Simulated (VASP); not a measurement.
Here is a VASP 6.6.1 calculation.

Contents of INCAR:

```
PREC = Accurate
ENCUT = 520
EDIFF = 1E-6
ISMEAR = 0
SIGMA = 0.05
LREAL = False
LASPH = True
NELM = 60
ALGO = Normal
ISIF = 2
LWAVE = False
LCHARG = False
GGA = PS
NBANDS = 64
```

File KPOINTS:

```
Automatic mesh
0
Gamma
  6 6 6
  0.5 0.5 0.5
```

POSCAR

```
SnO2
1.0
    3.4024995751      1.9644340456      4.4030612835
   -3.4024995751      1.9644340456      4.4030612835
    0.0000000000     -3.9288680912      4.4030612835
Sn O
4 8
Direct
    0.8646807174      0.8646807174      0.8646807174
    0.3648245829      0.3648245829      0.8648190111
    0.3648245829      0.8648190111      0.3648245829
    0.8648190111      0.3648245829      0.3648245829
    0.1235003534      0.6233501671      0.6233501671
    0.6233501671      0.1235003534      0.6233501671
    0.6233501671      0.6233501671      0.1235003534
    0.6062113146      0.6062113146      0.6062113146
    0.1234715296      0.1234715296      0.1234715296
    0.1060883083      0.1060883083      0.6062369573
    0.1060883083      0.6062369573      0.1060883083
    0.6062369573      0.1060883083      0.1060883083
```

Potentials or basis: VASP PAW PBE potentials, release 64 (Sn_d, O).

Command:

```console
$ cat potpaw_PBE.64/Sn_d/POTCAR potpaw_PBE.64/O/POTCAR > POTCAR
$ mpirun -np 1 vasp_std > vasp.out
```

Problem. Predict the band gap on the k mesh.

Solution. 0.91 eV.

Problem. What does it give for the pressure?

Solution. -16.6 GPa.

Problem. What does it give for the largest force?

Solution. 0.789 eV/Å.

Forces in eV/Å, atoms in the order of the input:
```
Sn   0.000  0.000  0.004
Sn   0.000 -0.001 -0.001
Sn  -0.001  0.001 -0.001
Sn   0.001  0.001 -0.001
O   -0.001 -0.001  0.789
O    0.001 -0.001  0.789
O    0.000  0.001  0.789
O    0.000  0.000 -0.789
O    0.000  0.000  0.788
O    0.000  0.001 -0.789
O    0.001 -0.001 -0.789
O   -0.001 -0.001 -0.789
```

Caveat: the PAW data sets were made with another functional, which shifts forces and pressure a little; spin-orbit coupling is left out, which moves the levels of the heavy elements. A k mesh can miss the band edges.
